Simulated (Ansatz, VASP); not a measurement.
Cr in VASP and in Ansatz

```
Cr
1.0
     4.09036    0.00000    0.00000
    -2.04518    3.54236    0.00000
     0.00000    0.00000    2.20704
Cr
3
Direct
  0.00000 0.00000 0.00000
  0.33333 0.66667 0.50000
  0.66667 0.33333 0.50000
```

Alike in both runs: task single point; functional r2SCAN; k mesh 10 × 10 × 15; occupations fermi-dirac, width 0.1 eV; no spin polarisation.

|  | VASP | Ansatz |
| --- | --- | --- |
| version | VASP 6.6.1 | Ansatz 0.2.0 |
| potentials or method | VASP PAW PBE potentials, release 64 (Cr_pv), cutoff 520 eV | plane waves (500 eV) with PAW, scalar-relativistic |
| valence electrons in the cell | 36 | 42 |

```csv
,VASP,Ansatz,Ansatz less VASP
pressure (GPa),26.7,25.4,-1.33
"traceless stress, the component that is largest in VASP (GPa)",2.14,1.53,-0.610
```

VASP's potentials were made for PBE, not for r2SCAN. The functional is the same, so the differences come from potentials, cutoffs and numerics. VASP's potentials hold 36 valence electrons a cell and Ansatz's 42, so a difference there can come from the potentials and not from the codes.
